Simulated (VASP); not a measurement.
A run of VASP 6.6.1:

INCAR

```
SYSTEM = Cu
PREC = Accurate ; ENCUT = 520
EDIFF = 1E-7 ; ISMEAR = -1
SIGMA = 0.08 ; LREAL = .FALSE.
LASPH = .TRUE. ; NELM = 60
ALGO = Normal ; ISIF = 2
LWAVE = .FALSE. ; LCHARG = .TRUE.
GGA = PS ; LELF = .TRUE.
LVHAR = .TRUE. ; NBANDS = 18
```

KPOINTS

```
Automatic mesh
0
G
  21 21 21
  0 0 0
```

Contents of POSCAR:

```
Cu
1.0
   -1.8876796347      1.8876796347      1.0067495275
    1.8876796347     -1.8876796347      1.0067495275
    1.8876796347      1.8876796347     -1.0067495275
Cu
2
Direct
   -0.3750000000     -0.1250000000     -0.2500000000
    0.3750000000      0.1250000000      0.2500000000
```

Potentials or basis: VASP PAW PBE potentials, release 64 (Cu).

Launch:

```bash
$ cat potpaw_PBE.64/Cu/POTCAR > POTCAR
$ mpirun -np 1 vasp_std > vasp.out
```

Hardware: 1 thread of Intel Xeon 6975P-C (shared host).

Problem. Estimate the wall time of this run.

Solution. It took 2.1 min on 1 thread of Intel Xeon 6975P-C (shared host), peak memory 0.27 GiB. Counts: scf iterations 13, k points 726.
